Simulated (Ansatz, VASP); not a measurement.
**Two plane-wave programs on Te2Mo**

INCAR

```
SYSTEM = Te2Mo
ALGO = Normal ; DIPOL = 0.5 0.5 0.392
EDIFF = 1E-6 ; ENCUT = 520
GGA = PE ; IDIPOL = 3
ISIF = 2 ; ISMEAR = 0
IVDW = 12 ; LASPH = .TRUE.
LCHARG = .TRUE. ; LDIPOL = .TRUE.
LELF = .TRUE. ; LREAL = .FALSE.
LVACPOTAV = .TRUE. ; LVHAR = .TRUE.
LWAVE = .FALSE. ; NBANDS = 35
NELM = 80 ; PREC = Accurate
SIGMA = 0.05
```

File KPOINTS:

```
k-points
0
G
  9 9 1
  0 0 0
```

Contents of POSCAR:

```
Te2Mo
1.0
    3.5038816881      0.0000000000      0.0000000000
   -1.7519408440      3.0344505538      0.0000000000
    0.0000000000      0.0000000000     24.7677198395
Te Mo
4 2
Direct
    0.3333333333      0.6666666667      0.1816881017
    0.3333333333      0.6666666667      0.3284056818
    0.8333333333      0.6666666667      0.4547798503
    0.8333333333      0.6666666667      0.6014974304
    0.6666666667      0.3333333333      0.2550468917
    1.1666666667      0.3333333333      0.5281386403
```

Input for Ansatz:

```yaml
crystal:
  lattice:
    - [3.5038816881, 0.0, 0.0]
    - [-1.751940844, 3.0344505538, 0.0]
    - [0.0, 0.0, 24.7677198395]
  atoms:
    - { symbol: Te, position: [0.3333333333, 0.6666666667, 0.1816881017] }
    - { symbol: Mo, position: [0.6666666667, 0.3333333333, 0.2550468917] }
    - { symbol: Te, position: [0.3333333333, 0.6666666667, 0.3284056818] }
    - { symbol: Te, position: [0.8333333333, 0.6666666667, 0.4547798503] }
    - { symbol: Mo, position: [1.1666666667, 0.3333333333, 0.5281386403] }
    - { symbol: Te, position: [0.8333333333, 0.6666666667, 0.6014974304] }
basis:
  ecutwfc: 420
kpoints:
  mp_grid: { grid: [9, 9, 1] }
hamiltonian:
  xc: pbe
  pseudopotentials: { kind: paw, azcp: { folder: soft_1 } }
  dispersion: d3bj
scf:
  occupations: { method: gaussian, width: 0.05 }
output:
  forces: true
  eigenvalues: true
efield:
  axis: 3
  dipole_correction: true
  ramp_width: 0.04
```

Alike in both runs: task single point; functional PBE; dispersion D3(BJ); k mesh 9 × 9 × 1; occupations gaussian, width 0.05 eV; no spin polarisation.

|  | VASP | Ansatz |
| --- | --- | --- |
| version | VASP 6.6.1 | Ansatz 0.2.0 |
| potentials or method | VASP PAW PBE potentials, release 64 (Te, Mo_sv), cutoff 520 eV | scalar-relativistic, plane waves, PAW |
| valence electrons in the cell | 52 | 92 |

```tsv
	VASP	Ansatz	Ansatz less VASP
gap on the k mesh at the Fermi level (eV)	0.77	0.78	+0.007
least direct gap on the mesh (eV)	1.15	1.15	+0.001
rms of the force components (eV/Å)	0.067	0.072	+0.0056
```

VASP's potentials hold 52 valence electrons a cell and Ansatz's 92, so a difference there can come from the potentials and not from the codes.

Neither program's run includes spin-orbit coupling.
